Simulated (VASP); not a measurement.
Input of a VASP 6.6.1 run:

Contents of INCAR:

```
PREC = Accurate
ENCUT = 840
EDIFF = 1E-6
ISMEAR = 0
SIGMA = 0.05
LREAL = False
LASPH = True
NELM = 120
ALGO = Normal
ISIF = 2
LWAVE = False
LCHARG = False
GGA = PS
NBANDS = 18
GGA_COMPAT = False
```

The input KPOINTS:

```
regular mesh
0
Gamma
  12 12 12
```

The input POSCAR:

```
MgO2
1.0
    1.5245229652      0.8801837444      3.3192799312
   -1.5245229652      0.8801837444      3.3192799312
    0.0000000000     -1.7603674887      3.3192799312
Mg O
1 2
Direct
    0.0000000000      0.0000000000      0.0000000000
    0.4287860000      0.4287860000      0.4287860000
    0.5712140000      0.5712140000      0.5712140000
```

Potentials or basis: VASP PAW PBE potentials, release 64 (Mg_sv, O).

Run with:

```bash
$ cat potpaw_PBE.64/Mg_sv/POTCAR potpaw_PBE.64/O/POTCAR > POTCAR
$ mpirun -np 1 vasp_std > vasp.out
```

(1) Estimate the pressure.

(2) Estimate the largest force.

Answers

(1) 21.6 GPa.

(2) 0.705 eV/Å.

Caveat: the cell differs from its parent crystal (strain -0.050 along x and y, -0.050 along z); the stress differs along the axes, from 17 to 31 GPa; the PAW data sets were made with another functional, which shifts forces and pressure a little.
